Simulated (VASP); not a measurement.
# SrO (Fm-3m) in VASP: further runs

The runs below take SrO through electric field gradients, with LDA.

Program: VASP 6.6.1. These are calculated values, not measurements. Logs are shortened: lines on timing, memory, paths and dates and some standing lists are left out, and cuts for length are marked.

**1. The cell of the first run**

Symmetry: Fm-3m, No. 225, cubic system. Conventional cell: a = 5.096 Å, b = 5.096 Å, c = 5.096 Å, α = 90.00°, β = 90.00°, γ = 90.00°. Sr (site symmetry m-3m) has 6 O at 2.55 Å within 3.4 Å. O (site symmetry m-3m) has 6 Sr at 2.55 Å within 3.4 Å.

**2. Electric field gradients, LDA (volume scaled by 0.975)**

Contents of INCAR:

```
SYSTEM = SrO
PREC = Accurate
ENCUT = 520
EDIFF = 1E-8
ISMEAR = -1
SIGMA = 0.02
LREAL = .False.
LASPH = .True.
NELM = 100
ALGO = Normal
ISIF = 2
LWAVE = .False.
LCHARG = .False.
GGA = CA
LEFG = .True.
NBANDS = 15
```

Contents of KPOINTS:

```
regular mesh
0
Gamma
  8 8 8
  0 0 0
```

Contents of POSCAR:

```
SrO
1.0
    0.0000000000      2.5482040210      2.5482040210
    2.5482040210      0.0000000000      2.5482040210
    2.5482040210      2.5482040210      0.0000000000
Sr O
1 1
Direct
    0.0000000000      0.0000000000      0.0000000000
    0.5000000000      0.5000000000      0.5000000000
```

Potentials or basis: VASP PAW LDA potentials, release 64 (Sr_sv, O).

On the command line:

```console
$ cat potpaw_LDA.64/Sr_sv/POTCAR potpaw_LDA.64/O/POTCAR > POTCAR
$ mpirun -np 1 vasp_std > vasp.out
```

OUTCAR:

```text
SYSTEM = SrO
   PREC = Accurate
   ENCUT = 520
   EDIFF = 1E-8
   ISMEAR = -1
   LREAL = .False.
   LASPH = .True.
   NELM = 100
   ISIF = 2
   GGA = CA

 ion  position               nearest neighbor table
   1  0.000  0.000  0.000-   2 2.55   2 2.55   2 2.55   2 2.55   2 2.55   2 2.55
   2  0.500  0.500  0.500-   1 2.55   1 2.55   1 2.55   1 2.55   1 2.55   1 2.55

  LATTYP: Found a face centered cubic cell.
 ALAT       =     5.0964080420

  Lattice vectors:

 A1 = (   0.0000000000,   2.5482040210,   2.5482040210)
 A2 = (   2.5482040210,   0.0000000000,   2.5482040210)
 A3 = (   2.5482040210,   2.5482040210,   0.0000000000)

Analysis of symmetry for initial positions (statically):
=====================================================================
 Subroutine PRICEL returns:
 Original cell was already a primitive cell.

 Routine SETGRP: Setting up the symmetry group for a
 face centered cubic supercell.

 Subroutine GETGRP returns: Found 48 space group operations
 (whereof 48 operations were pure point group operations)
 out of a pool of 48 trial point group operations.

The static configuration has the point symmetry O_h .

Analysis of symmetry for dynamics (positions and initial velocities):
=====================================================================
 Subroutine PRICEL returns:
 Original cell was already a primitive cell.

 Routine SETGRP: Setting up the symmetry group for a
 face centered cubic supercell.

 Subroutine GETGRP returns: Found 48 space group operations
 (whereof 48 operations were pure point group operations)
 out of a pool of 48 trial point group operations.

The dynamic configuration has the point symmetry O_h .

 Subroutine INISYM returns: Found 48 space group operations
 (whereof 48 operations are pure point group operations),
 and found     1 'primitive' translations

----------------------------------------------------------------------------------------

                                     Primitive cell

  volume of cell :      33.0927

  direct lattice vectors                    reciprocal lattice vectors
     0.000000000  2.548204021  2.548204021    -0.196216628  0.196216628  0.196216628
     2.548204021  0.000000000  2.548204021     0.196216628 -0.196216628  0.196216628
     2.548204021  2.548204021  0.000000000     0.196216628  0.196216628 -0.196216628

  length of vectors
     3.603704686  3.603704686  3.603704686     0.339857169  0.339857169  0.339857169

  position of ions in fractional coordinates (direct lattice)
     0.000000000  0.000000000  0.000000000
     0.500000000  0.500000000  0.500000000

  ion indices of the primitive-cell ions
   primitive index   ion index
                 1           1
                 2           2

----------------------------------------------------------------------------------------

 KPOINTS: regular mesh

Automatic generation of k-mesh.
 Grid dimensions read from file:
 generate k-points for:    8    8    8

 Generating k-lattice:

  Cartesian coordinates                     Fractional coordinates (reciprocal lattice)
    -0.024527078  0.024527078  0.024527078     0.125000000  0.000000000  0.000000000
     0.024527078 -0.024527078  0.024527078     0.000000000  0.125000000  0.000000000
     0.024527078  0.024527078 -0.024527078     0.000000000  0.000000000  0.125000000

  Length of vectors
     0.042482146  0.042482146  0.042482146

  Shift w.r.t. Gamma in fractional coordinates (k-lattice)
     0.000000000  0.000000000  0.000000000

 Subroutine IBZKPT returns following result:
 ===========================================

 Found     29 irreducible k-points:

 Following reciprocal coordinates:
            Coordinates               Weight
  0.000000  0.000000  0.000000      1.000000
  0.125000  0.000000  0.000000      8.000000
  0.250000  0.000000  0.000000      8.000000
  0.375000  0.000000  0.000000      8.000000
  0.500000  0.000000  0.000000      4.000000
  0.125000  0.125000  0.000000      6.000000
[... 16 lines left out ...]
  0.500000  0.250000  0.125000     48.000000
 -0.375000  0.250000  0.125000     24.000000
 [... further k-points ...]
   k-points           NKPTS =     29   k-points in BZ     NKDIM =     29   number of bands    NBANDS=     15
   number of dos      NEDOS =    301   number of ions     NIONS =      2
   total plane-waves  NPLWV =  21952
   dimension x,y,z NGX =    28 NGY =   28 NGZ =   28
   dimension x,y,z NGXF=    56 NGYF=   56 NGZF=   56
   ions per type =               1   1
   NGX,Y,Z   is equivalent  to a cutoff of  12.92, 12.92, 12.92 a.u.
   NGXF,Y,Z  is equivalent  to a cutoff of  25.83, 25.83, 25.83 a.u.
 SYSTEM =  SrO
   PREC   = accura    normal or accurate (medium, high low for compatibility)
   ISTART =      0    job   : 0-new  1-cont  2-samecut
   ICHARG =      2    charge: 1-file 2-atom 10-const
   ISPIN  =      1    spin polarized calculation?
   LNONCOLLINEAR =      F non collinear calculations
   LSORBIT =      F    spin-orbit coupling
   LASPH  =      T    aspherical Exc in radial PAW
   ENCUT  =  520.0 eV  38.22 Ry    6.18 a.u.   6.70  6.70  6.70*2*pi/ulx,y,z
   NELM   =    100;   NELMIN=  2; NELMDL= -5     # of ELM steps
   EDIFF  = 0.1E-07   stopping-criterion for ELM
   LREAL  =      F    real-space projection
   EDIFFG = 0.1E-06   stopping-criterion for IOM
   NSW    =      0    number of steps for IOM
   IBRION =     -1    ionic relax: 0-MD 1-quasi-New 2-CG
   NFREE  =      0    steps in history (QN), initial steepest desc. (CG)
   ISIF   =      2    stress and relaxation
   ISYM   =      2    0-nonsym 1-usesym 2-fastsym
   POTIM  = 0.5000    time-step for ionic-motion
   TEBEG  =    0.0;   TEEND  =   0.0 temperature during run
   PSTRESS=    0.0 pullay stress
   NELECT =      16.0000    total number of electrons
   NUPDOWN=      -1.0000    fix difference up-down
   EMIN   =  10.00;   EMAX   =-10.00  energy-range for DOS
   EFERMI =   0.00;   METHOD = LEGACY
   ISMEAR =    -1;   SIGMA  =   0.02  broadening in eV -4-tet -1-fermi 0-gaus
   EFERMI_NEDOS =   21; number of points for ismear=-14 and -15
   IALGO  =     38    algorithm
   IMIX   =      4    mixing-type and parameters
     AMIX     =   0.40;   BMIX     =  1.00
     AMIX_MAG =   1.60;   BMIX_MAG =  1.00
  volume/ion in A,a.u.               =      16.55       111.66
  Fermi-wavevector in a.u.,A,eV,Ry     =   1.284904  2.428116 22.462918  1.650978
  Thomas-Fermi vector in A             =   2.417070
   LORBIT       =      0    0 simple, 1 ext, 2 COOP (PROOUT), +10 PAW based schemes
   GGA     = CA    functional components
   LHFCALC =     F    Hartree Fock is set to
   AEXX    =    0.0000 exact exchange contribution
   IVDW    =     0    specifies the selected vdW correction
   LEPSILON=     F    determine dielectric tensor
   LRPA    =     F    only Hartree local field effects (RPA)
 non-spin polarized calculation
  energy-cutoff  :      520.00
  volume of cell :       33.09
 maximum number of plane-waves:       905
   NGX = 13   NGY = 13   NGZ = 13

 number of electron      15.9999995 magnetization

 Free energy of the ion-electron system (eV)
  ---------------------------------------------------
  ext. energy  EPLUGINS =         0.00000000
  ---------------------------------------------------
  free energy    TOTEN  =       -13.38657115 eV

  energy without entropy =      -13.38657115  energy(sigma->0) =      -13.38657115

 E-fermi :   1.8611     XC(G=0): -10.6534

 val. band max:        1.4751734844   @ k =   0.0000   0.0000   0.0000
 cond. band min:       4.5529487378   @ k =   0.5000   0.5000   0.0000
 fundamental gap:      3.0777752534
 Fermi energy:         1.8611483710

 k-point     1 :       0.0000    0.0000    0.0000
  band No.  band energies     occupation
      1     -30.5210      2.00000
      2     -13.3191      2.00000
      3     -12.2171      2.00000
      4     -12.2171      2.00000
      5     -12.2171      2.00000
      6       1.4752      2.00000
      7       1.4752      2.00000
      8       1.4752      2.00000
      9       5.4674      0.00000
     10       7.6348      0.00000
     11       7.6348      0.00000
     12       7.6348      0.00000
     13       9.9211      0.00000
     14       9.9211      0.00000
     15      14.0383      0.00000

 k-point     2 :       0.1250    0.0000    0.0000
  band No.  band energies     occupation
      1     -30.4975      2.00000
      2     -13.7308      2.00000
      3     -12.2307      2.00000
      4     -12.2307      2.00000
      5     -11.8603      2.00000
      6       0.9949      2.00000
      7       1.2630      2.00000
      8       1.2630      2.00000
      9       6.1868      0.00000
     10       7.4737      0.00000
     11       7.9553      0.00000
     12       7.9553      0.00000
     13      10.3534      0.00000
     14      10.3534      0.00000
     15      15.0897      0.00000

 k-point     3 :       0.2500    0.0000    0.0000
  band No.  band energies     occupation
      1     -30.4403      2.00000
      2     -14.3613      2.00000
      3     -12.2630      2.00000
      4     -12.2630      2.00000
      5     -11.3627      2.00000
      6       0.1228      2.00000
      7       0.8077      2.00000
      8       0.8077      2.00000
      9       7.4230      0.00000
     10       7.7434      0.00000
     11       8.8279      0.00000
     12       8.8279      0.00000
     13      11.4291      0.00000
     14      11.4291      0.00000
     15      17.2337      0.00000
[... 343 lines left out ...]
 k-point    23 :       0.5000    0.2500    0.1250
  band No.  band energies     occupation
      1     -30.3523      2.00000
      2     -14.5803      2.00000
      3     -12.6355      2.00000
      4     -12.4155      2.00000
      5     -11.3334      2.00000
      6      -0.1374      2.00000
      7       0.4886      2.00000
      8       0.9449      2.00000
      9       6.9620      0.00000
     10       8.6946      0.00000
     11      10.5274      0.00000
     12      10.6515      0.00000
     13      12.7720      0.00000
     14      13.7279      0.00000
     15      15.8760      0.00000

 k-point    24 :      -0.3750    0.2500    0.1250
  band No.  band energies     occupation
      1     -30.3330      2.00000
      2     -14.6556      2.00000
      3     -12.6616      2.00000
      4     -12.4776      2.00000
      5     -11.3021      2.00000
      6      -0.1806      2.00000
      7       0.5714      2.00000
      8       0.6652      2.00000
      9       7.8226      0.00000
     10       8.1842      0.00000
     11      10.9689      0.00000
     12      11.1035      0.00000
     13      13.3363      0.00000
     14      14.6168      0.00000
     15      14.9375      0.00000

 [... further k-points ...]
[... 5 lines left out ...]
  --------------------------------------------------------------------------------------
  -------------------------------------------------------------------------------------
  Total       -0.2306872     -0.2306872     -0.2306872      0.0000000      0.0000000      0.0000000
  in kB      -11.1686705    -11.1686705    -11.1686705      0.0000000      0.0000000      0.0000000
  external PRESSURE =     -11.1686705 kB  Pullay stress =       0.0000000 kB

 VOLUME and BASIS-vectors are now :
 -----------------------------------------------------------------------------
  energy-cutoff  :      520.00
  volume of cell :       33.09
      direct lattice vectors                 reciprocal lattice vectors
     0.000000000  2.548204021  2.548204021    -0.196216628  0.196216628  0.196216628
     2.548204021  0.000000000  2.548204021     0.196216628 -0.196216628  0.196216628
     2.548204021  2.548204021  0.000000000     0.196216628  0.196216628 -0.196216628

 POSITION                                       TOTAL-FORCE (eV/Angst)
 -----------------------------------------------------------------------------------
      0.00000      0.00000      0.00000         0.000000      0.000000      0.000000
      2.54820      2.54820      2.54820        -0.000000      0.000000     -0.000000
 -----------------------------------------------------------------------------------
    total drift:                                0.000000      0.000000      0.000000

  FREE ENERGIE OF THE ION-ELECTRON SYSTEM (eV)
  ---------------------------------------------------
  free  energy   TOTEN  =       -13.3865711455 eV

  energy  without entropy=      -13.3865711455  energy(sigma->0) =      -13.38657115

 Electric field gradients (V/A^2)
---------------------------------------------------------------------
 ion       V_xx      V_yy      V_zz      V_xy      V_xz      V_yz
---------------------------------------------------------------------
   1      -0.000    -0.000    -0.000     0.000     0.000     0.000
   2      -0.000    -0.000    -0.000    -0.001    -0.001    -0.001
---------------------------------------------------------------------

 Electric field gradients after diagonalization (V/A^2)
 (convention: |V_zz| > |V_xx| > |V_yy|)
----------------------------------------------------------------------
 ion       V_xx      V_yy      V_zz     asymmetry (V_yy - V_xx)/ V_zz
----------------------------------------------------------------------
   1      -0.000    -0.000     0.000       0.000
   2       0.001     0.001    -0.003       0.000
----------------------------------------------------------------------

           NMR quadrupolar parameters

 Cq : quadrupolar parameter    Cq=e*Q*V_zz/h
 eta: asymmetry parameters     (V_yy - V_xx)/ V_zz
 Q  : nuclear electric quadrupole moment in mb (millibarn)
----------------------------------------------------------------------
 ion       Cq(MHz)       eta       Q (mb)
----------------------------------------------------------------------
   1       0.000       0.000       1.000
   2      -0.000       0.000       1.000
----------------------------------------------------------------------
```

Wall time 12 s (1 thread of Intel Xeon Platinum 8488C (Sapphire Rapids), shared host); peak memory 0.15 GiB.

What came out:

```yaml
Free_energy: -13.3866 eV
Pressure: -1.1 GPa
Band_gap_on_the_k_mesh: 3.08 eV, indirect (least direct gap 3.14 eV)
```

Levels at points of the mesh, in eV from the valence-band top:
```tsv
k point	band 4	band 5	band 6	band 7	band 8	band 9	band 10	band 11	band 12	band 13
(0.00, 0.00, 0.00)	-13.69	-13.69	0.00	0.00	0.00	3.99	6.16	6.16	6.16	8.45
(0.50, 0.00, 0.00)	-13.78	-12.39	-2.30	-1.21	-1.21	6.56	8.48	8.96	8.96	12.22
(0.50, 0.50, 0.00)	-14.11	-14.11	-0.38	-0.06	-0.06	3.08	7.96	10.36	10.41	11.36
```

Caveat: without QUAD_EFG the Cq values of the log hold for a quadrupole moment of 1 mb, not for the nuclei.

(Part 1 of 2 ends here.)
